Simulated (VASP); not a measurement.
# Al (P6_3/mmc) in VASP: further runs

Al is run at these levels: PBEsol; tasks: single point.

All numbers are computed with VASP 6.6.1; they aren't measurements. Logs are shortened: lines on timing, memory, paths and dates and some standing lists are left out, and cuts for length are marked.

## Step 1: The cell of the first run

It takes space group P6_3/mmc (No. 194, hexagonal). Conventional cell: a = 2.770 Å, b = 2.770 Å, c = 5.009 Å, α = 90.00°, β = 90.00°, γ = 120.00°. Al (site symmetry -6m2) has 12 Al at 2.77 to 2.97 Å within 3.7 Å.

## Step 2: Single point, PBEsol

File INCAR:

```
PREC = Accurate ; ENCUT = 520
EDIFF = 1E-7 ; ISMEAR = 0
SIGMA = 0.15 ; LREAL = F
LASPH = T ; NELM = 80
ALGO = Normal ; ISIF = 2
LWAVE = F ; LCHARG = F
GGA = PS ; NBANDS = 10
```

File KPOINTS:

```
regular mesh
0
Gamma
  18 18 10
```

File POSCAR:

```
Al
1.0
    2.7699000000      0.0000000000      0.0000000000
   -1.3849500000      2.3988037660      0.0000000000
    0.0000000000      0.0000000000      5.0094000000
Al
2
Direct
    0.6666666667      0.3333333333      0.7500000000
    0.3333333333      0.6666666667      0.2500000000
```

Potentials or basis: VASP PAW PBE potentials, release 64 (Al).

Started as:

```sh
cat potpaw_PBE.64/Al/POTCAR > POTCAR
mpirun -np 1 vasp_std > vasp.out
```

OUTCAR:

```text
PREC = Accurate
   ENCUT = 520
   EDIFF = 1E-7
   ISMEAR = 0
   LREAL = F
   LASPH = T
   NELM = 80
   ISIF = 2
   GGA = PS

 ion  position               nearest neighbor table
   1  0.667  0.333  0.750-   2 2.97   2 2.97   2 2.97   2 2.97   2 2.97   2 2.97
   2  0.333  0.667  0.250-   1 2.97   1 2.97   1 2.97   1 2.97   1 2.97   1 2.97

  LATTYP: Found a hexagonal cell.
 ALAT       =     2.7699000000
 C/A-ratio  =     1.8085129427

  Lattice vectors:

 A1 = (   2.7699000000,   0.0000000000,   0.0000000000)
 A2 = (  -1.3849500000,   2.3988037660,   0.0000000000)
 A3 = (   0.0000000000,   0.0000000000,   5.0094000000)

Analysis of symmetry for initial positions (statically):
=====================================================================
 Subroutine PRICEL returns:
 Original cell was already a primitive cell.

 Routine SETGRP: Setting up the symmetry group for a
 hexagonal supercell.

 Subroutine GETGRP returns: Found 24 space group operations
 (whereof 12 operations were pure point group operations)
 out of a pool of 24 trial point group operations.

The static configuration has the point symmetry D_3d.
 The point group associated with its full space group is D_6h.

Analysis of symmetry for dynamics (positions and initial velocities):
=====================================================================
 Subroutine PRICEL returns:
 Original cell was already a primitive cell.

 Routine SETGRP: Setting up the symmetry group for a
 hexagonal supercell.

 Subroutine GETGRP returns: Found 24 space group operations
 (whereof 12 operations were pure point group operations)
 out of a pool of 24 trial point group operations.

The dynamic configuration has the point symmetry D_3d.
 The point group associated with its full space group is D_6h.

 Subroutine INISYM returns: Found 24 space group operations
 (whereof 12 operations are pure point group operations),
 and found     1 'primitive' translations

----------------------------------------------------------------------------------------

                                     Primitive cell

  volume of cell :      33.2847

  direct lattice vectors                    reciprocal lattice vectors
     2.769900000  0.000000000  0.000000000     0.361023864  0.208437225  0.000000000
    -1.384950000  2.398803766  0.000000000     0.000000000  0.416874450  0.000000000
     0.000000000  0.000000000  5.009400000     0.000000000  0.000000000  0.199624706

  length of vectors
[... 89 lines left out ...]
   ISYM   =      2    0-nonsym 1-usesym 2-fastsym
   POTIM  = 0.5000    time-step for ionic-motion
   TEBEG  =    0.0;   TEEND  =   0.0 temperature during run
   PSTRESS=    0.0 pullay stress
   NELECT =       6.0000    total number of electrons
   NUPDOWN=      -1.0000    fix difference up-down
   EMIN   =  10.00;   EMAX   =-10.00  energy-range for DOS
   EFERMI =   0.00;   METHOD = LEGACY
   ISMEAR =     0;   SIGMA  =   0.15  broadening in eV -4-tet -1-fermi 0-gaus
   EFERMI_NEDOS =   21; number of points for ismear=-14 and -15
   IALGO  =     38    algorithm
   IMIX   =      4    mixing-type and parameters
     AMIX     =   0.40;   BMIX     =  1.00
     AMIX_MAG =   1.60;   BMIX_MAG =  1.00
  volume/ion in A,a.u.               =      16.64       112.31
  Fermi-wavevector in a.u.,A,eV,Ry     =   0.924791  1.747602 11.636233  0.855239
  Thomas-Fermi vector in A             =   2.050576
   LORBIT       =      0    0 simple, 1 ext, 2 COOP (PROOUT), +10 PAW based schemes
   GGA     = PS    functional components
   LHFCALC =     F    Hartree Fock is set to
   AEXX    =    0.0000 exact exchange contribution
   IVDW    =     0    specifies the selected vdW correction
   LEPSILON=     F    determine dielectric tensor
   LRPA    =     F    only Hartree local field effects (RPA)
 non-spin polarized calculation
 Gauss-broadening in eV      SIGMA  =   0.15
  energy-cutoff  :      520.00
  volume of cell :       33.28
 maximum number of plane-waves:       913
 NGX is ok and might be reduce to    24
   NGX = 11   NGY = 11   NGZ = 19

 number of electron       6.0000000 magnetization

 Free energy of the ion-electron system (eV)
  ---------------------------------------------------
  ext. energy  EPLUGINS =         0.00000000
  ---------------------------------------------------
  free energy    TOTEN  =        -8.08637163 eV

  energy without entropy =       -8.07734851  energy(sigma->0) =       -8.08186007

 E-fermi :   7.8222     XC(G=0): -10.2209

 val. band max:        7.8025759830   @ k =   0.1667   0.1111   0.3000
 cond. band min:       7.8266167888   @ k =   0.4444   0.0556   0.0000
 fundamental gap:      0.0240408058
 Fermi energy:         7.8221583607

 k-point     1 :       0.0000    0.0000    0.0000
  band No.  band energies     occupation
      1      -3.2220      2.00000
      2       2.2822      2.00000
      3       2.8341      2.00000
      4      18.1468      0.00000
      5      18.8850      0.00000
      6      20.0160      0.00000
      7      20.0160      0.00000
      8      20.0604      0.00000
      9      20.0604      0.00000
     10      23.2000      0.00000
[... 287 lines left out ...]
 k-point    24 :       0.3889    0.1111    0.0000
  band No.  band energies     occupation
      1       1.9883      2.00000
      2       4.6486      2.00000
      3       7.4589      1.99939
      4       7.7884      1.25004
      5       9.9109      0.00000
      6      10.5804      0.00000
      7      11.9852      0.00000
      8      16.6418      0.00000
      9      17.3227      0.00000
     10      19.4095      0.00000

 [... further k-points ...]

------------------------ aborting loop because EDIFF is reached ----------------------------------------

  FORCE on cell =-STRESS in cart. coord.  units (eV):
  Direction    XX          YY          ZZ          XY          YZ          ZX
  --------------------------------------------------------------------------------------
  -------------------------------------------------------------------------------------
  Total        0.3137906      0.3137906     -0.9701363      0.0000000     -0.0000000      0.0000000
  in kB       15.1044851     15.1044851    -46.6980565      0.0000000     -0.0000000      0.0000000
  external PRESSURE =      -5.4963621 kB  Pullay stress =       0.0000000 kB

 VOLUME and BASIS-vectors are now :
 -----------------------------------------------------------------------------
  energy-cutoff  :      520.00
  volume of cell :       33.28
      direct lattice vectors                 reciprocal lattice vectors
     2.769900000  0.000000000  0.000000000     0.361023864  0.208437225  0.000000000
    -1.384950000  2.398803766  0.000000000     0.000000000  0.416874450  0.000000000
     0.000000000  0.000000000  5.009400000     0.000000000  0.000000000  0.199624706

 POSITION                                       TOTAL-FORCE (eV/Angst)
 -----------------------------------------------------------------------------------
      1.38495      0.79960      3.75705        -0.000000      0.000000      0.000000
     -0.00000      1.59920      1.25235         0.000000     -0.000000      0.000000
 -----------------------------------------------------------------------------------
    total drift:                                0.000000     -0.000000     -0.000000

  FREE ENERGIE OF THE ION-ELECTRON SYSTEM (eV)
  ---------------------------------------------------
  free  energy   TOTEN  =        -8.0863716290 eV

  energy  without entropy=       -8.0773485141  energy(sigma->0) =       -8.08186007
```

OSZICAR:

```text
N       E                     dE             d eps       ncg     rms          rms(c)
DAV:   1    -0.626467224173E+00   -0.62647E+00   -0.23567E+03  4440   0.475E+02
DAV:   2    -0.797686616933E+01   -0.73504E+01   -0.70724E+01  6020   0.545E+01
DAV:   3    -0.814540872790E+01   -0.16854E+00   -0.16726E+00  5880   0.658E+00
DAV:   4    -0.814613894952E+01   -0.73022E-03   -0.73015E-03  5326   0.482E-01
DAV:   5    -0.814614428396E+01   -0.53344E-05   -0.53344E-05  5398   0.420E-02    0.197E+00
DAV:   6    -0.811009627150E+01    0.36048E-01   -0.50328E-03  4980   0.323E-01    0.112E+00
DAV:   7    -0.808654733947E+01    0.23549E-01   -0.12126E-02  4928   0.491E-01    0.192E-01
DAV:   8    -0.808637529331E+01    0.17205E-03   -0.20710E-04  6032   0.774E-02    0.218E-02
DAV:   9    -0.808637214580E+01    0.31475E-05   -0.40780E-06  5350   0.102E-02    0.448E-03
DAV:  10    -0.808637167019E+01    0.47561E-06   -0.39839E-07  5546   0.262E-03    0.124E-03
DAV:  11    -0.808637162898E+01    0.41212E-07   -0.10824E-08  2798   0.659E-04
   1 F= -.80863716E+01 E0= -.80818601E+01  d E =-.902311E-02
```

stdout:

```text
POSCAR found type information on POSCAR Al
 POSCAR found :  1 types and       2 ions
 scaLAPACK will be used
 -----------------------------------------------------------------------------
|                                                                             |
|                                                                             |
|     You enforced a specific xc type in the INCAR file but a different       |
|     I HOPE YOU KNOW WHAT YOU ARE DOING!                                     |
|                                                                             |
 -----------------------------------------------------------------------------

 LDA part: xc-table for (Slater+PW92), standard interpolation
 POSCAR, INCAR and KPOINTS ok, starting setup
 FFT: planning ... GRIDC
 FFT: planning ... GRID_SOFT
 FFT: planning ... GRID
 WAVECAR not read
 entering main loop
```

Wall time 20 s (1 thread of Intel Xeon 6975P-C (Granite Rapids), shared host); peak memory 0.19 GiB.

Results:

```
Free energy            : -8.0864 eV
Pressure               : -0.5 GPa
Band gap on the k mesh : zero (band 3 reaches 11.13 eV, above the bottom of band 4 at 4.88 eV)
```

Stress tensor (GPa, compression positive):
```
 1.51  0.00  0.00
 0.00  1.51  0.00
 0.00  0.00 -4.67
```

Caveat: the PAW data sets were made with another functional, which shifts forces and pressure a little.

## Step 3: Single point, PBEsol

This run uses another cell than the first one, of 16.57 Å³/atom, 0.996 times its volume.

File INCAR:

```
ALGO = Fast
EDIFF = 1E-6
ENCUT = 520
GGA = PS
ISIF = 2
ISMEAR = 0
LASPH = T
LCHARG = F
LREAL = F
LWAVE = F
NBANDS = 10
NELM = 80
PREC = Accurate
SIGMA = 0.15
```

File KPOINTS:

```
k-points
0
Gamma
  18 18 10
```

File POSCAR:

```
Al
1.0
    2.8496988417      0.0000000000      0.0000000000
   -1.4248494208      2.4679115900      0.0000000000
    0.0000000000      0.0000000000      4.7125000000
Al
2
Direct
    0.6666666667      0.3333333333      0.7500000000
    0.3333333333      0.6666666667      0.2500000000
```

Potentials or basis: VASP PAW PBE potentials, release 64 (Al).

Started as:

```sh
cat potpaw_PBE.64/Al/POTCAR > POTCAR
mpirun -np 1 vasp_std > vasp.out
```

Wall time 20 s (1 thread of Intel Xeon 6975P-C (Granite Rapids), shared host); peak memory 0.18 GiB.

Results (log left out):

```
Free energy            : -8.1175 eV
Pressure               : -1.1 GPa
Band gap on the k mesh : zero (band 3 reaches 11.94 eV, above the bottom of band 4 at 4.72 eV)
```

Stress tensor (GPa, compression positive):
```
-1.06  0.00  0.00
 0.00 -1.06  0.00
 0.00  0.00 -1.26
```

Levels at points of the mesh, in eV from the Fermi level:
```csv
k point,band 1,band 2,band 3,band 4,band 5,band 6,band 7,band 8
"(0.00, 0.00, 0.00)",-11.10,-4.63,-4.52,10.73,10.73,11.10,11.10,11.91
"(0.50, 0.00, 0.00)",-5.24,-5.07,0.61,1.02,1.49,1.67,5.72,7.40
"(0.00, 0.00, 0.50)",-9.44,-9.44,3.20,3.20,11.93,11.93,11.93,11.93
"(0.50, 0.00, 0.50)",-3.88,-3.88,-3.18,-3.18,7.14,7.14,7.56,7.56
```

Caveat: the PAW data sets were made with another functional, which shifts forces and pressure a little.

## Step 4: Single point, PBEsol

This run uses another cell than the first one, of 16.58 Å³/atom, 0.996 times its volume.

File INCAR:

```
SYSTEM = Al
PREC = Accurate
ENCUT = 520
EDIFF = 1E-6
ISMEAR = 0
SIGMA = 0.15
LREAL = .FALSE.
LASPH = .TRUE.
NELM = 80
ALGO = Normal
ISIF = 2
LWAVE = .FALSE.
LCHARG = .FALSE.
GGA = PS
NBANDS = 10
```

File KPOINTS:

```
regular mesh
0
G
  18 18 10
  0 0 0
```

File POSCAR:

```
Al
1.0
    2.9694000000      0.0000000000      0.0000000000
   -1.4847000000      2.5715758340      0.0000000000
    0.0000000000      0.0000000000      4.3414000000
Al
2
Direct
    0.6666666667      0.3333333333      0.7500000000
    0.3333333333      0.6666666667      0.2500000000
```

Potentials or basis: VASP PAW PBE potentials, release 64 (Al).

Started as:

```sh
cat potpaw_PBE.64/Al/POTCAR > POTCAR
mpirun -np 1 vasp_std > vasp.out
```

OUTCAR:

```text
SYSTEM = Al
   PREC = Accurate
   ENCUT = 520
   EDIFF = 1E-6
   ISMEAR = 0
   LREAL = .FALSE.
   LASPH = .TRUE.
   NELM = 80
   ISIF = 2
   GGA = PS

 ion  position               nearest neighbor table
   1  0.667  0.333  0.750-   2 2.77   2 2.77   2 2.77   2 2.77   2 2.77   2 2.77
   2  0.333  0.667  0.250-   1 2.77   1 2.77   1 2.77   1 2.77   1 2.77   1 2.77

  LATTYP: Found a hexagonal cell.
 ALAT       =     2.9694000000
 C/A-ratio  =     1.4620462046

  Lattice vectors:

 A1 = (   2.9694000000,   0.0000000000,   0.0000000000)
 A2 = (  -1.4847000000,   2.5715758340,   0.0000000000)
 A3 = (   0.0000000000,   0.0000000000,   4.3414000000)

Analysis of symmetry for initial positions (statically):
=====================================================================
 Subroutine PRICEL returns:
 Original cell was already a primitive cell.

 Routine SETGRP: Setting up the symmetry group for a
 hexagonal supercell.

 Subroutine GETGRP returns: Found 24 space group operations
 (whereof 12 operations were pure point group operations)
 out of a pool of 24 trial point group operations.

The static configuration has the point symmetry D_3d.
 The point group associated with its full space group is D_6h.

Analysis of symmetry for dynamics (positions and initial velocities):
=====================================================================
 Subroutine PRICEL returns:
 Original cell was already a primitive cell.

 Routine SETGRP: Setting up the symmetry group for a
 hexagonal supercell.

 Subroutine GETGRP returns: Found 24 space group operations
 (whereof 12 operations were pure point group operations)
 out of a pool of 24 trial point group operations.

The dynamic configuration has the point symmetry D_3d.
 The point group associated with its full space group is D_6h.

 Subroutine INISYM returns: Found 24 space group operations
 (whereof 12 operations are pure point group operations),
 and found     1 'primitive' translations

----------------------------------------------------------------------------------------
[... 121 lines left out ...]
   IVDW    =     0    specifies the selected vdW correction
   LEPSILON=     F    determine dielectric tensor
   LRPA    =     F    only Hartree local field effects (RPA)
 non-spin polarized calculation
 Gauss-broadening in eV      SIGMA  =   0.15
  energy-cutoff  :      520.00
  volume of cell :       33.15
 maximum number of plane-waves:       928
 NGX is ok and might be reduce to    24
   NGX = 11   NGY = 11   NGZ = 17

 number of electron       6.0000000 magnetization

 Free energy of the ion-electron system (eV)
  ---------------------------------------------------
  ext. energy  EPLUGINS =         0.00000000
  ---------------------------------------------------
  free energy    TOTEN  =        -8.05542058 eV

  energy without entropy =       -8.04426144  energy(sigma->0) =       -8.04984101

 E-fermi :   7.8926     XC(G=0): -10.2357

 val. band max:        7.8588255774   @ k =   0.3889   0.2222   0.2000
 cond. band min:       7.8946093196   @ k =   0.2778   0.2778   0.1000
 fundamental gap:      0.0357837422
 Fermi energy:         7.8926243426

 k-point     1 :       0.0000    0.0000    0.0000
  band No.  band energies     occupation
      1      -3.2071      2.00000
      2       4.0101      2.00000
      3       4.9196      2.00000
      4      16.6483      0.00000
      5      16.6483      0.00000
      6      17.4579      0.00000
      7      17.4579      0.00000
      8      20.2244      0.00000
      9      20.3191      0.00000
     10      22.6077      0.00000
[... 287 lines left out ...]
 k-point    24 :       0.3889    0.1111    0.0000
  band No.  band energies     occupation
      1       1.3292      2.00000
      2       3.7375      2.00000
      3       8.1743      0.00791
      4       9.0469      0.00000
      5       9.9417      0.00000
      6      10.6630      0.00000
      7      12.0154      0.00000
      8      16.4685      0.00000
      9      16.8583      0.00000
     10      17.4347      0.00000

 [... further k-points ...]

------------------------ aborting loop because EDIFF is reached ----------------------------------------

  FORCE on cell =-STRESS in cart. coord.  units (eV):
  Direction    XX          YY          ZZ          XY          YZ          ZX
  --------------------------------------------------------------------------------------
  -------------------------------------------------------------------------------------
  Total       -0.5004505     -0.5004505      1.0106425      0.0000000      0.0000000      0.0000000
  in kB      -24.1865456    -24.1865456     48.8438941      0.0000000      0.0000000      0.0000000
  external PRESSURE =       0.1569343 kB  Pullay stress =       0.0000000 kB

 VOLUME and BASIS-vectors are now :
 -----------------------------------------------------------------------------
  energy-cutoff  :      520.00
  volume of cell :       33.15
      direct lattice vectors                 reciprocal lattice vectors
     2.969400000  0.000000000  0.000000000     0.336768371  0.194433309  0.000000000
    -1.484700000  2.571575834  0.000000000     0.000000000  0.388866619  0.000000000
     0.000000000  0.000000000  4.341400000     0.000000000  0.000000000  0.230340443

 POSITION                                       TOTAL-FORCE (eV/Angst)
 -----------------------------------------------------------------------------------
      1.48470      0.85719      3.25605        -0.000000      0.000000      0.000000
     -0.00000      1.71438      1.08535         0.000000     -0.000000      0.000000
 -----------------------------------------------------------------------------------
    total drift:                                0.000000     -0.000000     -0.000000

  FREE ENERGIE OF THE ION-ELECTRON SYSTEM (eV)
  ---------------------------------------------------
  free  energy   TOTEN  =        -8.0554205835 eV

  energy  without entropy=       -8.0442614388  energy(sigma->0) =       -8.04984101
```

Wall time 14 s (1 thread of Intel Xeon 6975P-C (Granite Rapids), shared host); peak memory 0.18 GiB.

Results:

* Free energy: -8.0554 eV
* Pressure: 0.0 GPa
* Band gap on the k mesh: zero (band 3 reaches 13.66 eV, above the bottom of band 4 at 4.53 eV)

Stress tensor (GPa, compression positive):
```
-2.42  0.00  0.00
 0.00 -2.42  0.00
 0.00  0.00  4.88
```

Caveat: the PAW data sets were made with another functional, which shifts forces and pressure a little.

## Step 5: Overview

```tsv
cell	gap on the mesh (eV)	pressure (GPa)
a = 2.770, b = 2.770, c = 5.009 Å, angles 90.0, 90.0, 120.0°, 2 atoms	none	-0.5
a = 2.850, b = 2.850, c = 4.713 Å, angles 90.0, 90.0, 120.0°, 2 atoms	none	-1.1
a = 2.969, b = 2.969, c = 4.341 Å, angles 90.0, 90.0, 120.0°, 2 atoms	none	0.0
```

Alike in all rows: task single point; level PBEsol; potentials or basis VASP PAW PBE potentials, release 64 (Al); no spin polarisation; k mesh 18 × 18 × 10; cutoff (eV) 520; smearing gaussian 0.15 eV.

Caveats: the PAW data sets were made with another functional, which shifts forces and pressure a little.

Absolute energies hang on the potentials; compare differences alone.
